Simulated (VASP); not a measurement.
# PtS2 in VASP: a series of runs

PtS2 is run at these levels: PBE; tasks: single point, relaxation of cell and atoms.

Program: VASP 6.6.1. These are calculated values, not measurements. Logs are shortened: lines on timing, memory, paths and dates and some standing lists are left out, and cuts for length are marked.

### 1 The cell of the first run

Symmetry: P4_2/nnm, No. 134, tetragonal system. The conventional cell has a = 5.194 Å, b = 5.194 Å, c = 5.219 Å, α = 90.00°, β = 90.00°, γ = 90.00°. Pt (site symmetry -42m) has 4 S at 2.25 Å within 3.0 Å. Within 3.0 Å of S (site symmetry 2/m) lie 2 Pt at 2.25 Å.

The cell was generated, and may not be a known phase.

### 2 Single point, PBE

File INCAR:

```
PREC = Accurate ; ENCUT = 520
EDIFF = 1E-6 ; ISMEAR = 0
SIGMA = 0.1 ; LREAL = F
LASPH = T ; NELM = 60
ALGO = Normal ; ISIF = 2
LWAVE = F ; LCHARG = T
GGA = PE ; LELF = T
LVHAR = T ; NBANDS = 31
```

File KPOINTS:

```
regular mesh
0
Gamma
  4 4 4
```

File POSCAR:

```
PtS2
1.0
    5.1944798720      0.0000000000      0.0000000000
    0.0000000000      5.1944798720      0.0000000000
    0.0000000000      0.0000000000      5.2193044131
Pt S
2 4
Direct
    0.0000000000      0.0000000000      0.0000000000
    0.5000000000      0.5000000000      0.5000000000
    0.7500000000      0.7500000000      0.7500000000
    0.2500000000      0.2500000000      0.7500000000
    0.7500000000      0.2500000000      0.2500000000
    0.2500000000      0.7500000000      0.2500000000
```

Potentials or basis: VASP PAW PBE potentials, release 64 (Pt, S).

Started as:

```sh
> cat potpaw_PBE.64/Pt/POTCAR potpaw_PBE.64/S/POTCAR > POTCAR
> mpirun -np 1 vasp_std > vasp.out
```

OUTCAR:

```text
PREC = Accurate
   ENCUT = 520
   EDIFF = 1E-6
   ISMEAR = 0
   LREAL = F
   LASPH = T
   NELM = 60
   ISIF = 2
   GGA = PE

 ion  position               nearest neighbor table
   1  0.000  0.000  0.000-   3 2.25   4 2.25   5 2.25   6 2.25
   2  0.500  0.500  0.500-   3 2.25   4 2.25   5 2.25   6 2.25
   3  0.750  0.750  0.750-   1 2.25   2 2.25
   4  0.250  0.250  0.750-   1 2.25   2 2.25
   5  0.750  0.250  0.250-   1 2.25   2 2.25
   6  0.250  0.750  0.250-   1 2.25   2 2.25

  LATTYP: Found a simple tetragonal cell.
 ALAT       =     5.1944798720
 C/A-ratio  =     1.0047790234

  Lattice vectors:

 A1 = (   5.1944798720,   0.0000000000,   0.0000000000)
 A2 = (   0.0000000000,   5.1944798720,   0.0000000000)
 A3 = (   0.0000000000,   0.0000000000,   5.2193044131)

Analysis of symmetry for initial positions (statically):
=====================================================================
 Subroutine PRICEL returns:
 Original cell was already a primitive cell.

 Routine SETGRP: Setting up the symmetry group for a
 simple tetragonal supercell.

 Subroutine GETGRP returns: Found 16 space group operations
 (whereof  8 operations were pure point group operations)
 out of a pool of 16 trial point group operations.

The static configuration has the point symmetry D_2d.
 The point group associated with its full space group is D_4h.

Analysis of symmetry for dynamics (positions and initial velocities):
=====================================================================
 Subroutine PRICEL returns:
 Original cell was already a primitive cell.

 Routine SETGRP: Setting up the symmetry group for a
 simple tetragonal supercell.

 Subroutine GETGRP returns: Found 16 space group operations
 (whereof  8 operations were pure point group operations)
 out of a pool of 16 trial point group operations.

The dynamic configuration has the point symmetry D_2d.
 The point group associated with its full space group is D_4h.

 Subroutine INISYM returns: Found 16 space group operations
 (whereof  8 operations are pure point group operations),
 and found     1 'primitive' translations

----------------------------------------------------------------------------------------

                                     Primitive cell

  volume of cell :     140.8305

  direct lattice vectors                    reciprocal lattice vectors
     5.194479872  0.000000000  0.000000000     0.192512056  0.000000000  0.000000000
     0.000000000  5.194479872  0.000000000     0.000000000  0.192512056  0.000000000
     0.000000000  0.000000000  5.219304413     0.000000000  0.000000000  0.191596412

  length of vectors
     5.194479872  5.194479872  5.219304413     0.192512056  0.192512056  0.191596412

  position of ions in fractional coordinates (direct lattice)
     0.000000000  0.000000000  0.000000000
     0.500000000  0.500000000  0.500000000
     0.750000000  0.750000000  0.750000000
     0.250000000  0.250000000  0.750000000
     0.750000000  0.250000000  0.250000000
     0.250000000  0.750000000  0.250000000

  ion indices of the primitive-cell ions
   primitive index   ion index
                 1           1
                 2           2
                 3           3
                 4           4
                 5           5
                 6           6

----------------------------------------------------------------------------------------

 KPOINTS: regular mesh

Automatic generation of k-mesh.
 Grid dimensions read from file:
 generate k-points for:    4    4    4

 Generating k-lattice:

  Cartesian coordinates                     Fractional coordinates (reciprocal lattice)
     0.048128014  0.000000000  0.000000000     0.250000000  0.000000000  0.000000000
     0.000000000  0.048128014  0.000000000     0.000000000  0.250000000  0.000000000
     0.000000000  0.000000000  0.047899103     0.000000000  0.000000000  0.250000000

  Length of vectors
     0.048128014  0.048128014  0.047899103

  Shift w.r.t. Gamma in fractional coordinates (k-lattice)
     0.000000000  0.000000000  0.000000000

 Subroutine IBZKPT returns following result:
 ===========================================

 Found     18 irreducible k-points:

 Following reciprocal coordinates:
            Coordinates               Weight
  0.000000  0.000000  0.000000      1.000000
  0.250000  0.000000  0.000000      4.000000
  0.500000  0.000000  0.000000      2.000000
  0.250000  0.250000  0.000000      4.000000
  0.500000  0.250000  0.000000      4.000000
  0.500000  0.500000  0.000000      1.000000
[... 10 lines left out ...]
  0.500000  0.250000  0.500000      4.000000
  0.500000  0.500000  0.500000      1.000000
   k-points           NKPTS =     18   k-points in BZ     NKDIM =     18   number of bands    NBANDS=     31
   number of dos      NEDOS =    301   number of ions     NIONS =      6
   total plane-waves  NPLWV =  64000
   dimension x,y,z NGX =    40 NGY =   40 NGZ =   40
   dimension x,y,z NGXF=    80 NGYF=   80 NGZF=   80
   ions per type =               2   4
   NGX,Y,Z   is equivalent  to a cutoff of  12.80, 12.80, 12.74 a.u.
   NGXF,Y,Z  is equivalent  to a cutoff of  25.60, 25.60, 25.48 a.u.
 SYSTEM =  unknown system
   PREC   = accura    normal or accurate (medium, high low for compatibility)
   ISTART =      0    job   : 0-new  1-cont  2-samecut
   ICHARG =      2    charge: 1-file 2-atom 10-const
   ISPIN  =      1    spin polarized calculation?
   LNONCOLLINEAR =      F non collinear calculations
   LSORBIT =      F    spin-orbit coupling
   LASPH  =      T    aspherical Exc in radial PAW
   ENCUT  =  520.0 eV  38.22 Ry    6.18 a.u.   9.66  9.66  9.70*2*pi/ulx,y,z
   NELM   =     60;   NELMIN=  2; NELMDL= -5     # of ELM steps
   EDIFF  = 0.1E-05   stopping-criterion for ELM
   LREAL  =      F    real-space projection
   EDIFFG = 0.1E-04   stopping-criterion for IOM
   NSW    =      0    number of steps for IOM
   IBRION =     -1    ionic relax: 0-MD 1-quasi-New 2-CG
   NFREE  =      0    steps in history (QN), initial steepest desc. (CG)
   ISIF   =      2    stress and relaxation
   ISYM   =      2    0-nonsym 1-usesym 2-fastsym
   POTIM  = 0.5000    time-step for ionic-motion
   TEBEG  =    0.0;   TEEND  =   0.0 temperature during run
   PSTRESS=    0.0 pullay stress
   NELECT =      44.0000    total number of electrons
   NUPDOWN=      -1.0000    fix difference up-down
   EMIN   =  10.00;   EMAX   =-10.00  energy-range for DOS
   EFERMI =   0.00;   METHOD = LEGACY
   ISMEAR =     0;   SIGMA  =   0.10  broadening in eV -4-tet -1-fermi 0-gaus
   EFERMI_NEDOS =   21; number of points for ismear=-14 and -15
   IALGO  =     38    algorithm
   IMIX   =      4    mixing-type and parameters
     AMIX     =   0.40;   BMIX     =  1.00
     AMIX_MAG =   1.60;   BMIX_MAG =  1.00
  volume/ion in A,a.u.               =      23.47       158.40
  Fermi-wavevector in a.u.,A,eV,Ry     =   1.110862  2.099225 16.789787  1.234015
  Thomas-Fermi vector in A             =   2.247419
   LORBIT       =      0    0 simple, 1 ext, 2 COOP (PROOUT), +10 PAW based schemes
   GGA     = PE    functional components
   LHFCALC =     F    Hartree Fock is set to
   AEXX    =    0.0000 exact exchange contribution
   IVDW    =     0    specifies the selected vdW correction
   LEPSILON=     F    determine dielectric tensor
   LRPA    =     F    only Hartree local field effects (RPA)
 non-spin polarized calculation
 Gauss-broadening in eV      SIGMA  =   0.10
  energy-cutoff  :      520.00
  volume of cell :      140.83
 maximum number of plane-waves:      3840
 NGX is ok and might be reduce to    40
   NGX = 19   NGY = 19   NGZ = 19

 number of electron      44.0000005 magnetization

 Free energy of the ion-electron system (eV)
  ---------------------------------------------------
  ext. energy  EPLUGINS =         0.00000000
  ---------------------------------------------------
  free energy    TOTEN  =       -26.03477157 eV

  energy without entropy =      -26.01005705  energy(sigma->0) =      -26.02241431

 E-fermi :   3.6297     XC(G=0):  -9.3875

 val. band max:        3.5022809066   @ k =   0.2500   0.2500   0.0000
 cond. band min:       3.6947881859   @ k =   0.5000   0.0000   0.2500
 fundamental gap:      0.1925072793
 Fermi energy:         3.6296960913

 k-point     1 :       0.0000    0.0000    0.0000
  band No.  band energies     occupation
      1     -10.0802      2.00000
      2      -8.8362      2.00000
      3      -8.8314      2.00000
      4      -8.8314      2.00000
      5      -3.1328      2.00000
      6      -2.4830      2.00000
[... 23 lines left out ...]
     30       9.2269      0.00000
     31       9.2736      0.00000

 k-point     2 :       0.2500    0.0000    0.0000
  band No.  band energies     occupation
      1      -9.9166      2.00000
      2      -9.0364      2.00000
      3      -8.8388      2.00000
      4      -8.8354      2.00000
      5      -3.0479      2.00000
      6      -2.5923      2.00000
[... 23 lines left out ...]
     30      10.3172      0.00000
     31      10.3479      0.00000

 k-point     3 :       0.5000    0.0000    0.0000
  band No.  band energies     occupation
      1      -9.4970      2.00000
      2      -9.4970      2.00000
      3      -8.8405      2.00000
      4      -8.8405      2.00000
      5      -2.8341      2.00000
      6      -2.8341      2.00000
[... 23 lines left out ...]
     30      11.4174      0.00000
     31      12.0611      0.00000

 k-point     4 :       0.2500    0.2500    0.0000
  band No.  band energies     occupation
      1      -9.7727      2.00000
      2      -9.0587      2.00000
      3      -8.9546      2.00000
      4      -8.8650      2.00000
      5      -2.9655      2.00000
      6      -2.6536      2.00000
[... 431 lines left out ...]
     30      11.4101      0.00000
     31      11.5423      0.00000

 k-point    17 :       0.5000    0.2500    0.5000
  band No.  band energies     occupation
      1      -9.3404      2.00000
      2      -9.1444      2.00000
      3      -9.0708      2.00000
      4      -9.0682      2.00000
      5      -3.1954      2.00000
      6      -2.5152      2.00000
[... 23 lines left out ...]
     30      10.9024      0.00000
     31      11.5631      0.00000

 k-point    18 :       0.5000    0.5000    0.5000
  band No.  band energies     occupation
      1      -9.3550      2.00000
      2      -9.0724      2.00000
      3      -9.0724      2.00000
      4      -9.0687      2.00000
      5      -3.4275      2.00000
      6      -2.4836      2.00000
[... 23 lines left out ...]
     30      10.2002      0.00000
     31      11.8865      0.00000

------------------------ aborting loop because EDIFF is reached ----------------------------------------

  FORCE on cell =-STRESS in cart. coord.  units (eV):
  Direction    XX          YY          ZZ          XY          YZ          ZX
  --------------------------------------------------------------------------------------
  -------------------------------------------------------------------------------------
  Total       -0.1223591     -0.1223591     -0.2265453      0.0000000     -0.0000000      0.0000000
  in kB       -1.3920349     -1.3920349     -2.5773229      0.0000000     -0.0000000      0.0000000
  external PRESSURE =      -1.7871309 kB  Pullay stress =       0.0000000 kB

 VOLUME and BASIS-vectors are now :
 -----------------------------------------------------------------------------
  energy-cutoff  :      520.00
  volume of cell :      140.83
      direct lattice vectors                 reciprocal lattice vectors
     5.194479872  0.000000000  0.000000000     0.192512056  0.000000000  0.000000000
     0.000000000  5.194479872  0.000000000     0.000000000  0.192512056  0.000000000
     0.000000000  0.000000000  5.219304413     0.000000000  0.000000000  0.191596412

 POSITION                                       TOTAL-FORCE (eV/Angst)
 -----------------------------------------------------------------------------------
      0.00000      0.00000      0.00000        -0.000000      0.000000      0.000000
      2.59724      2.59724      2.60965        -0.000000      0.000000      0.000000
      3.89586      3.89586      3.91448         0.000000     -0.000000      0.000000
      1.29862      1.29862      3.91448        -0.000000      0.000000     -0.000000
      3.89586      1.29862      1.30483         0.000000     -0.000000      0.000000
      1.29862      3.89586      1.30483         0.000000      0.000000      0.000000
 -----------------------------------------------------------------------------------
    total drift:                                0.000000      0.000000     -0.000000

  FREE ENERGIE OF THE ION-ELECTRON SYSTEM (eV)
  ---------------------------------------------------
  free  energy   TOTEN  =       -26.0347715702 eV

  energy  without entropy=      -26.0100570528  energy(sigma->0) =      -26.02241431
```

Wall time 30 s (1 thread of Intel Xeon 6975P-C (Granite Rapids), shared host); peak memory 0.27 GiB.

Results:

```yaml
Free_energy: -26.0348 eV
Pressure: -0.2 GPa
Band_gap_on_the_k_mesh: zero (bands 22 and 23 overlap by 1.57 eV)
```

Caveat: spin-orbit coupling is left out, which moves the levels of the heavy elements.

### 3 Single point, PBE

File INCAR:

```
SYSTEM = PtS2
ALGO = Normal
EDIFF = 1E-6
ENCUT = 520
GGA = PE
ISIF = 2
ISMEAR = 0
LASPH = .TRUE.
LCHARG = .FALSE.
LREAL = .FALSE.
LWAVE = .FALSE.
NBANDS = 31
NELM = 60
PREC = Accurate
SIGMA = 0.1
```

File KPOINTS:

```
k-points
0
G
  8 8 8
  0 0 0
```

POSCAR, as its differences from that of step 2:

```diff
@@ -2,5 +2,5 @@
 1.0
-    5.1944798720      0.0000000000      0.0000000000
-    0.0000000000      5.1944798720      0.0000000000
-    0.0000000000      0.0000000000      5.2193044131
+    5.2053001074      0.0000000000      0.0000000000
+    0.0000000000      5.2053001074      0.0000000000
+    0.0000000000      0.0000000000      5.2053001074
 Pt S
```

Potentials or basis: VASP PAW PBE potentials, release 64 (Pt, S).

Started as:

```sh
> cat potpaw_PBE.64/Pt/POTCAR potpaw_PBE.64/S/POTCAR > POTCAR
> mpirun -np 1 vasp_std > vasp.out
```

It took 58 s on 1 thread of Intel Xeon 6975P-C (Granite Rapids), shared host; peak memory 0.31 GiB.

Results (log left out):

| Property | Result |
| --- | --- |
| Free energy | -25.9700 eV |
| Pressure | -0.2 GPa |
| Band gap on the k mesh | zero (bands 22 and 23 overlap by 1.61 eV) |

Levels at points of the mesh, in eV from the Fermi level:
```
           k point  band 18  band 19  band 20  band 21  band 22  band 23  band 24  band 25  band 26  band 27
(0.00, 0.00, 0.00)    -1.66    -1.29    -1.29    -1.29    -0.15    -0.15     2.49     2.49     2.49     2.67
(0.50, 0.00, 0.00)    -1.96    -0.59    -0.59    -0.17    -0.17     0.24     0.24     0.85     0.85     5.70
(0.50, 0.50, 0.00)    -1.78    -0.77    -0.77     0.16     0.16     0.50     0.50     1.13     1.13     6.37
(0.50, 0.50, 0.50)    -2.76    -0.55    -0.55    -0.55     1.43     1.43     2.18     2.18     2.18     3.05
```

Caveat: spin-orbit coupling is left out, which moves the levels of the heavy elements.

### 4 Relaxation of cell and atoms, PBE

File INCAR:

```
ALGO = Normal
EDIFF = 1E-6
EDIFFG = -0.01
ENCUT = 600
GGA = PE
IBRION = 2
ISIF = 3
ISMEAR = 0
LASPH = True
LCHARG = False
LREAL = False
LWAVE = False
NELM = 60
NSW = 100
PREC = Accurate
SIGMA = 0.1
```

File KPOINTS:

```
k-points
0
Gamma
  8 8 8
```

POSCAR, as its differences from that of step 3:

```diff
@@ -2,5 +2,5 @@
 1.0
-    5.2053001074      0.0000000000      0.0000000000
-    0.0000000000      5.2053001074      0.0000000000
-    0.0000000000      0.0000000000      5.2053001074
+    5.2027547190      0.0000000000      0.0000000000
+    0.0000000000      5.2027547190      0.0000000000
+    0.0000000000      0.0000000000      5.2027547190
 Pt S
```

Started as:

```sh
> cat potpaw_PBE.64/Pt/POTCAR potpaw_PBE.64/S/POTCAR > POTCAR
> mpirun -np 1 vasp_std > vasp.out
```

It took 66 s on 1 thread of Intel Xeon 6975P-C (Granite Rapids), shared host; peak memory 0.34 GiB.

Results (log left out):

```yaml
Free_energy: -25.9707 eV
Pressure_after_relaxing: 0.0 GPa
Band_gap_on_the_k_mesh: zero (bands 22 and 23 overlap by 1.62 eV)
```

Final structure:
```yaml
crystal:
  lattice:
    - [5.20275, 0.00000, 0.00000]
    - [0.00000, 5.20275, 0.00000]
    - [0.00000, 0.00000, 5.20275]
  atoms:
    - { symbol: Pt, position: [0.00000, 0.00000, 0.00000] }
    - { symbol: Pt, position: [0.50000, 0.50000, 0.50000] }
    - { symbol: S, position: [0.75000, 0.75000, 0.75000] }
    - { symbol: S, position: [0.25000, 0.25000, 0.75000] }
    - { symbol: S, position: [0.75000, 0.25000, 0.25000] }
    - { symbol: S, position: [0.25000, 0.75000, 0.25000] }
```

Levels at points of the mesh, in eV from the Fermi level:
```tsv
k point	band 18	band 19	band 20	band 21	band 22	band 23	band 24	band 25	band 26
(0.00, 0.00, 0.00)	-1.67	-1.30	-1.30	-1.30	-0.15	-0.15	2.50	2.50	2.50
(0.50, 0.00, 0.00)	-1.96	-0.59	-0.59	-0.17	-0.17	0.24	0.24	0.85	0.85
(0.50, 0.50, 0.00)	-1.78	-0.77	-0.77	0.16	0.16	0.50	0.50	1.13	1.13
(0.50, 0.50, 0.50)	-2.76	-0.55	-0.55	-0.55	1.43	1.43	2.18	2.18	2.18
```

Caveat: the relaxation stopped at its first step, so nothing moved; spin-orbit coupling is left out, which moves the levels of the heavy elements.

### 5 Overview

```csv
task,cell,k mesh,cutoff (eV),gap on the mesh (eV),pressure (GPa)
single point,"a = 5.194, b = 5.194, c = 5.219 Å, 6 atoms",4 × 4 × 4,520,none,-0.2
single point,"a = 5.205 Å, 6 atoms",8 × 8 × 8,520,none,-0.2
relaxation of cell and atoms,"relaxed from a = 5.203 Å, 6 atoms",8 × 8 × 8,600,none,0.0
```

Alike in all rows: level PBE; potentials or basis VASP PAW PBE potentials, release 64 (Pt, S); no spin polarisation; smearing gaussian 0.1 eV.

Caveats: spin-orbit coupling is left out, which moves the levels of the heavy elements; the relaxation stopped at its first step, so nothing moved (at least some runs).

Absolute energies hang on the potentials; compare differences alone.

The gap in the log of VASP goes by the Fermi energy; the results here count the filled bands.